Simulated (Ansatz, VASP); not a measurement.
**One calculation of CoPd2O2, two programs**

Contents of INCAR:

```
PREC = Accurate ; ENCUT = 520
EDIFF = 1E-7 ; ISMEAR = -1
SIGMA = 0.05 ; LREAL = F
LASPH = T ; NELM = 150
ALGO = Normal ; ISIF = 2
LWAVE = F ; LCHARG = T
ISPIN = 2 ; MAGMOM = 0 0 0 0 2
LORBIT = 11 ; LMAXMIX = 4
GGA = CA ; LELF = T
LVHAR = T ; NBANDS = 32
```

File KPOINTS:

```
regular mesh
0
Gamma
  11 11 1
```

The input POSCAR:

```
CoPd2O2
1.0
    2.8449990154      0.0000000000      0.0000000000
   -1.4224995077      2.4638414211      0.0000000000
    0.0000000000      0.0000000000     20.9600000000
Pd O Co
2 2 1
Direct
    0.6666666667      0.3333333333      0.3578244275
    0.3333333333      0.6666666667      0.6421755725
    0.6666666667      0.3333333333      0.4534943702
    0.3333333333      0.6666666667      0.5465056298
    0.0000000000      0.0000000000      0.5000000000
```

Contents of input.yaml:

```yaml
crystal:
  lattice:
    - [2.8449990154, 0.0, 0.0]
    - [-1.4224995077, 2.4638414211, 0.0]
    - [0.0, 0.0, 20.96]
  atoms:
    - { symbol: Pd, position: [0.6666666667, 0.3333333333, 0.3578244275] }
    - { symbol: O, position: [0.6666666667, 0.3333333333, 0.4534943702] }
    - { symbol: Co, position: [0.0, 0.0, 0.5], spin: 2.0 }
    - { symbol: O, position: [0.3333333333, 0.6666666667, 0.5465056298] }
    - { symbol: Pd, position: [0.3333333333, 0.6666666667, 0.6421755725] }
kpoints:
  mp_grid: { grid: [11, 11, 1] }
scf:
  occupations: { method: fermi_dirac, width: 0.05 }
hamiltonian:
  xc: lda
  pseudopotentials: { kind: all_electron, lapw: { basis_error: 0.002 } }
magnetization:
  spin_polarized: true
output:
  forces: true
  stress: true
  eigenvalues: true
```

Alike in both runs: task single point; functional LDA; k mesh 11 × 11 × 1; occupations fermi-dirac, width 0.05 eV; collinear spin.

```csv
,VASP,Ansatz
version,VASP 6.6.1,Ansatz 0.2.0
potentials or method,"VASP PAW LDA potentials, release 64 (Pd, O, Co), cutoff 520 eV","all-electron LAPW, scalar-relativistic"
```

VASP gave:

| Quantity | Value |
| --- | --- |
| gap on the k mesh at the Fermi level (eV) | none |
| rms of the force components (eV/Å) | 0.239 |
| net moment per atom (μB) | 0.14 |
| size of the moment on the site where the two differ most (μB) | 0.21 |

**Question.** Estimate Ansatz's values.

**Answer.** gap on the k mesh at the Fermi level (eV): none; rms of the force components (eV/Å): 0.260; net moment per atom (μB): 0.18; size of the moment on the site where the two differ most (μB): 0.26.

LDA's correlation is that of Perdew and Zunger in VASP and of Perdew and Wang (1992) in Ansatz. Site moments also hang on the region over which each program counts them. A gap of «none» marks a metal or a gap that the smearing closes. Ansatz ran all-electron here, and VASP with PAW potentials.
